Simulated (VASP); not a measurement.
# C8O in VASP: single point with PBE+D3(BJ)

Aim: the single point of C8O with PBE+D3(BJ).

Program: VASP 6.6.1. These are calculated values, not measurements. Logs are shortened: lines on timing, memory, paths and dates and some standing lists are left out, and cuts for length are marked.

## 1. The cell of the first run

The cell holds a slab with vacuum, 9 atoms: a = 2.466 Å, b = 2.465 Å, c = 29.199 Å, α = 90.00°, β = 90.00°, γ = 120.01°.

## 2. Single point, PBE+D3(BJ)

File INCAR:

```
  PREC = Accurate
  ENCUT = 520
  EDIFF = 1E-6
  ISMEAR = 0
  SIGMA = 0.1
  LREAL = F
  LASPH = T
  NELM = 80
  ALGO = Fast
  ISIF = 2
  LWAVE = F
  LCHARG = T
  LDIPOL = T
  IDIPOL = 3
  DIPOL = 0.5 0.5 0.488
  GGA = PE
  IVDW = 12
  LELF = T
  LVHAR = T
  LVACPOTAV = T
  NBANDS = 29
```

File KPOINTS:

```
Automatic mesh
0
Gamma
  12 12 1
```

File POSCAR:

```
C8O
1.0
    2.4655379958      0.0000000000      0.0000000000
   -1.2327689979      2.1341461202      0.0000000000
    0.0000000000      0.0000000000     29.1985170553
C O
8 1
Direct
    0.0833101794      0.1666203587      0.2911106747
    0.4166898206      0.8333796413      0.2911106747
    0.5833101794      0.1666203587      0.4075389574
    0.9166898206      0.8333796413      0.4075389574
   -0.0642916106     -0.1285832212      0.5228464191
    0.2691061824      0.5382123649      0.5227595624
    0.6703389963      0.3406779925      0.6370419196
    1.0052363739      1.0104727478      0.6271351594
    0.6058121089      0.2116242177      0.6834794477
```

Potentials or basis: VASP PAW PBE potentials, release 64 (C, O).

Command:

```bash
$ cat potpaw_PBE.64/C/POTCAR potpaw_PBE.64/O/POTCAR > POTCAR
$ mpirun -np 1 vasp_std > vasp.out
```

OUTCAR:

```text
PREC = Accurate
   ENCUT = 520
   EDIFF = 1E-6
   ISMEAR = 0
   LREAL = F
   LASPH = T
   NELM = 80
   ISIF = 2
   GGA = PE
   IVDW = 12
 IVDW          = 12

 ion  position               nearest neighbor table
   1  0.083  0.167  0.291-   2 1.42   2 1.42   2 1.42
   2  0.417  0.833  0.291-   1 1.42   1 1.42   1 1.42
   3  0.583  0.167  0.408-   4 1.42   4 1.42   4 1.42
   4  0.917  0.833  0.408-   3 1.42   3 1.42   3 1.42
   5  0.936  0.871  0.523-   6 1.42   6 1.42   6 1.42
   6  0.269  0.538  0.523-   5 1.42   5 1.42   5 1.42
   7  0.670  0.341  0.637-   9 1.38   8 1.45   8 1.45   8 1.46
   8  0.005  0.010  0.627-   7 1.45   7 1.45   7 1.46
   9  0.606  0.212  0.683-   7 1.38

  Warning from LATTYP: Monoclinic adjustment (A1->A3, A2->A1, A3->A2)!
  LATTYP: Found a base centered orthorhombic cell.
 ALAT       =     2.4655379958
 B/A-ratio  =     1.7311808813
 C/A-ratio  =    11.8426554793

  Lattice vectors:

 A1 = (   1.2327689979,  -2.1341461202,   0.0000000000)
 A2 = (   1.2327689979,   2.1341461202,   0.0000000000)
 A3 = (   0.0000000000,   0.0000000000,  29.1985170553)

Analysis of symmetry for initial positions (statically):
=====================================================================
 Subroutine PRICEL returns:
 Original cell was already a primitive cell.

 Routine SETGRP: Setting up the symmetry group for a
 base centered orthorhombic supercell.

 Subroutine GETGRP returns: Found  2 space group operations
 (whereof  2 operations were pure point group operations)
 out of a pool of  8 trial point group operations.

The static configuration has the point symmetry C_1h.

Analysis of symmetry for dynamics (positions and initial velocities):
=====================================================================
 Subroutine PRICEL returns:
 Original cell was already a primitive cell.

 Routine SETGRP: Setting up the symmetry group for a
 base centered orthorhombic supercell.

 Subroutine GETGRP returns: Found  2 space group operations
 (whereof  2 operations were pure point group operations)
 out of a pool of  8 trial point group operations.

The dynamic configuration has the point symmetry C_1h.

 Subroutine INISYM returns: Found  2 space group operations
 (whereof  2 operations are pure point group operations),
 and found     1 'primitive' translations

----------------------------------------------------------------------------------------

                                     Primitive cell

  volume of cell :     153.6373

  direct lattice vectors                    reciprocal lattice vectors
     2.465537996  0.000000000  0.000000000     0.405590991  0.234285739  0.000000000
    -1.232768998  2.134146120  0.000000000     0.000000000  0.468571477  0.000000000
     0.000000000  0.000000000 29.198517055     0.000000000  0.000000000  0.034248315

  length of vectors
     2.465537996  2.464609313 29.198517055     0.468394982  0.468571477  0.034248315

  position of ions in fractional coordinates (direct lattice)
     0.083310179  0.166620359  0.291110675
     0.416689821  0.833379641  0.291110675
     0.583310179  0.166620359  0.407538957
     0.916689821  0.833379641  0.407538957
     0.935708389  0.871416779  0.522846419
     0.269106182  0.538212365  0.522759562
     0.670338996  0.340677992  0.637041920
     0.005236374  0.010472748  0.627135159
     0.605812109  0.211624218  0.683479448

  ion indices of the primitive-cell ions
   primitive index   ion index
                 1           1
                 2           2
                 3           3
                 4           4
                 5           5
                 6           6
                 7           7
                 8           8
                 9           9

----------------------------------------------------------------------------------------

 KPOINTS: Automatic mesh

Automatic generation of k-mesh.
 Grid dimensions read from file:
 generate k-points for:   12   12    1

 Generating k-lattice:

  Cartesian coordinates                     Fractional coordinates (reciprocal lattice)
     0.033799249  0.019523812  0.000000000     0.083333333 -0.000000000  0.000000000
     0.000000000  0.039047623  0.000000000     0.000000000  0.083333333  0.000000000
     0.000000000  0.000000000  0.034248315     0.000000000  0.000000000  1.000000000

  Length of vectors
     0.039032915  0.039047623  0.034248315

  Shift w.r.t. Gamma in fractional coordinates (k-lattice)
     0.000000000  0.000000000  0.000000000

 Subroutine IBZKPT returns following result:
 ===========================================

 Found     43 irreducible k-points:

 Following reciprocal coordinates:
            Coordinates               Weight
  0.000000  0.000000  0.000000      1.000000
  0.083333  0.000000  0.000000      4.000000
  0.166667  0.000000  0.000000      4.000000
  0.250000  0.000000  0.000000      4.000000
  0.333333 -0.000000  0.000000      4.000000
  0.416667  0.000000  0.000000      4.000000
[... 16 lines left out ...]
  0.333333  0.166667  0.000000      4.000000
  0.416667  0.166667  0.000000      4.000000
 [... further k-points ...]
   k-points           NKPTS =     43   k-points in BZ     NKDIM =     43   number of bands    NBANDS=     29
   number of dos      NEDOS =    301   number of ions     NIONS =      9
   total plane-waves  NPLWV =  72576
   dimension x,y,z NGX =    18 NGY =   18 NGZ =  224
   dimension x,y,z NGXF=    36 NGYF=   36 NGZF=  448
   ions per type =               8   1
   NGX,Y,Z   is equivalent  to a cutoff of  12.14, 12.14, 12.75 a.u.
   NGXF,Y,Z  is equivalent  to a cutoff of  24.27, 24.28, 25.51 a.u.
 SYSTEM =  unknown system
   PREC   = accura    normal or accurate (medium, high low for compatibility)
   ISTART =      0    job   : 0-new  1-cont  2-samecut
   ICHARG =      2    charge: 1-file 2-atom 10-const
   ISPIN  =      1    spin polarized calculation?
   LNONCOLLINEAR =      F non collinear calculations
   LSORBIT =      F    spin-orbit coupling
   LASPH  =      T    aspherical Exc in radial PAW
   ENCUT  =  520.0 eV  38.22 Ry    6.18 a.u.   4.58  4.58 54.29*2*pi/ulx,y,z
   NELM   =     80;   NELMIN=  2; NELMDL= -5     # of ELM steps
   EDIFF  = 0.1E-05   stopping-criterion for ELM
   LREAL  =      F    real-space projection
   EDIFFG = 0.1E-04   stopping-criterion for IOM
   NSW    =      0    number of steps for IOM
   IBRION =     -1    ionic relax: 0-MD 1-quasi-New 2-CG
   NFREE  =      0    steps in history (QN), initial steepest desc. (CG)
   ISIF   =      2    stress and relaxation
   ISYM   =      2    0-nonsym 1-usesym 2-fastsym
   POTIM  = 0.5000    time-step for ionic-motion
   TEBEG  =    0.0;   TEEND  =   0.0 temperature during run
   PSTRESS=    0.0 pullay stress
   NELECT =      38.0000    total number of electrons
   NUPDOWN=      -1.0000    fix difference up-down
   EMIN   =  10.00;   EMAX   =-10.00  energy-range for DOS
   EFERMI =   0.00;   METHOD = LEGACY
   ISMEAR =     0;   SIGMA  =   0.10  broadening in eV -4-tet -1-fermi 0-gaus
   EFERMI_NEDOS =   21; number of points for ismear=-14 and -15
   IALGO  =     68    algorithm
   IMIX   =      4    mixing-type and parameters
     AMIX     =   0.40;   BMIX     =  1.00
     AMIX_MAG =   1.60;   BMIX_MAG =  1.00
  volume/ion in A,a.u.               =      17.07       115.20
  Fermi-wavevector in a.u.,A,eV,Ry     =   1.027631  1.941941 14.368096  1.056025
  Thomas-Fermi vector in A             =   2.161586
   LORBIT       =      0    0 simple, 1 ext, 2 COOP (PROOUT), +10 PAW based schemes
   GGA     = PE    functional components
   LHFCALC =     F    Hartree Fock is set to
   AEXX    =    0.0000 exact exchange contribution
   IVDW    =    12    specifies the selected vdW correction
   LEPSILON=     F    determine dielectric tensor
   LRPA    =     F    only Hartree local field effects (RPA)
 non-spin polarized calculation
 RMM-DIIS sequential band-by-band and
 Gauss-broadening in eV      SIGMA  =   0.10
  energy-cutoff  :      520.00
  volume of cell :      153.64
 maximum number of plane-waves:      4190
   NGX =  9   NGY =  9   NGZ =109

 dipolmoment           0.000000      0.000000     -0.007864 electrons x Angstroem

 number of electron      37.9999998 magnetization

 dipolmoment           0.000000      0.000000      0.094760 electrons x Angstroem

 Free energy of the ion-electron system (eV)
  ---------------------------------------------------
  ext. energy  EPLUGINS =         0.00000000
  ---------------------------------------------------
  free energy    TOTEN  =       -76.15493421 eV

  energy without entropy =      -76.14860353  energy(sigma->0) =      -76.15176887

 E-fermi :  -0.5195     XC(G=0):  -5.5462

 val. band max:       -0.5202535576   @ k =   0.0000   0.5000   0.0000
 cond. band min:      -0.5092765096   @ k =   0.0000   0.2500   0.0000
 fundamental gap:      0.0109770480
 Fermi energy:        -0.5195343911

 k-point     1 :       0.0000    0.0000    0.0000
  band No.  band energies     occupation
      1     -24.1474      2.00000
      2     -20.6417      2.00000
      3     -20.1996      2.00000
      4     -20.0441      2.00000
      5     -17.9520      2.00000
      6      -9.3224      2.00000
[... 21 lines left out ...]
     28       7.6852      0.00000
     29       7.7116      0.00000

 k-point     2 :       0.0833    0.0000    0.0000
  band No.  band energies     occupation
      1     -24.0065      2.00000
      2     -20.4772      2.00000
      3     -20.0350      2.00000
      4     -19.8806      2.00000
      5     -17.8390      2.00000
      6      -9.1411      2.00000
[... 21 lines left out ...]
     28       7.8442      0.00000
     29       8.3108      0.00000

 k-point     3 :       0.1667    0.0000    0.0000
  band No.  band energies     occupation
      1     -23.5944      2.00000
      2     -19.9856      2.00000
      3     -19.5428      2.00000
      4     -19.3917      2.00000
      5     -17.5135      2.00000
      6      -8.6210      2.00000
[... 21 lines left out ...]
     28       8.3272      0.00000
     29       8.5715      0.00000

 k-point     4 :       0.2500    0.0000    0.0000
  band No.  band energies     occupation
      1     -22.9484      2.00000
      2     -19.1728      2.00000
      3     -18.7290      2.00000
      4     -18.5831      2.00000
      5     -17.0202      2.00000
      6      -9.5625      2.00000
[... 21 lines left out ...]
     28       7.4396      0.00000
     29       7.4907      0.00000

 k-point     5 :       0.3333   -0.0000    0.0000
  band No.  band energies     occupation
      1     -22.1577      2.00000
      2     -18.0517      2.00000
      3     -17.6057      2.00000
      4     -17.4671      2.00000
      5     -16.4450      2.00000
      6     -11.4924      2.00000
[... 21 lines left out ...]
     28       7.1741      0.00000
     29       7.5718      0.00000
[... 510 lines left out ...]
     28       9.3757      0.00000
     29       9.4768      0.00000

 k-point    22 :       0.2500    0.1667    0.0000
  band No.  band energies     occupation
      1     -21.8925      2.00000
      2     -17.5786      2.00000
      3     -17.1323      2.00000
      4     -16.9961      2.00000
      5     -16.1072      2.00000
      6     -11.2768      2.00000
[... 21 lines left out ...]
     28       9.5880      0.00000
     29       9.6866      0.00000

 k-point    23 :       0.3333    0.1667    0.0000
  band No.  band energies     occupation
      1     -21.2274      2.00000
      2     -16.2033      2.00000
      3     -15.7509      2.00000
      4     -15.6243      2.00000
      5     -15.5291      2.00000
      6     -12.7342      2.00000
[... 21 lines left out ...]
     28       9.4014      0.00000
     29       9.5131      0.00000

 k-point    24 :       0.4167    0.1667    0.0000
  band No.  band energies     occupation
      1     -20.9237      2.00000
      2     -15.3223      2.00000
      3     -14.9425      2.00000
      4     -14.5040      2.00000
      5     -14.4158      2.00000
      6     -13.9403      2.00000
[... 21 lines left out ...]
     28       9.4207      0.00000
     29      10.7871      0.00000

 [... further k-points ...]

------------------------ aborting loop because EDIFF is reached ----------------------------------------

 Edisp (eV)   -1.20944

 E8    (eV) :    -0.3488

  FORCE on cell =-STRESS in cart. coord.  units (eV):
  Direction    XX          YY          ZZ          XY          YZ          ZX
  --------------------------------------------------------------------------------------
  -------------------------------------------------------------------------------------
  Total       5.98305     6.28635     0.33919     0.00000    -0.10368     0.00000
  in kB      62.39311    65.55596     3.53722     0.00000    -1.08126     0.00000
  external pressure =       43.83 kB  Pullay stress =        0.00 kB

 VOLUME and BASIS-vectors are now :
 -----------------------------------------------------------------------------
  energy-cutoff  :      520.00
  volume of cell :      153.64
      direct lattice vectors                 reciprocal lattice vectors
     2.465537996  0.000000000  0.000000000     0.405590991  0.234285739  0.000000000
    -1.232768998  2.134146120  0.000000000     0.000000000  0.468571477  0.000000000
     0.000000000  0.000000000 29.198517055     0.000000000  0.000000000  0.034248315

 POSITION                                       TOTAL-FORCE (eV/Angst)
 -----------------------------------------------------------------------------------
      0.00000      0.35559      8.50000         0.000000      0.025174      0.002491
     -0.00000      1.77855      8.50000         0.000000     -0.026043      0.001703
      1.23277      0.35559     11.89953         0.000000      0.043289     -0.005408
      1.23277      1.77855     11.89953         0.000000     -0.040662     -0.002392
      1.23277      1.85973     15.26634         0.000000      0.000758      0.000393
     -0.00000      1.14862     15.26380         0.000000     -0.000306      0.000372
      1.23277      0.72706     18.60068        -0.000000      0.069738     -0.214172
     -0.00000      0.02235     18.31142        -0.000000     -0.004508     -0.065813
      1.23277      0.45164     19.95659         0.000000     -0.067441      0.282826
 -----------------------------------------------------------------------------------
    total drift:                                0.000001      0.000741     -0.001029

  FREE ENERGIE OF THE ION-ELECTRON SYSTEM (eV)
  ---------------------------------------------------
  free  energy   TOTEN  =       -77.3643722314 eV

  energy  without entropy=      -77.3580415505  energy(sigma->0) =      -77.36120689

 vacuum level on the upper side and lower side of the slab         6.969         3.711
```

It took 8.3 min on 1 thread of Oxide Virtual Turin-like, shared host; peak memory 0.31 GiB.

What came out:

* Free energy: -77.3644 eV
* Largest force: 0.291 eV/Å
* Band gap on the k mesh: zero (bands 19 and 20 overlap by 0.25 eV)
* Dispersion energy per atom: -0.134 eV

Forces on the atoms (eV/Å):
```
C    0.000  0.025  0.002
C    0.000 -0.026  0.002
C    0.000  0.043 -0.005
C    0.000 -0.041 -0.002
C    0.000  0.001  0.000
C    0.000  0.000  0.000
C    0.000  0.070 -0.214
C    0.000 -0.005 -0.066
O    0.000 -0.067  0.283
```
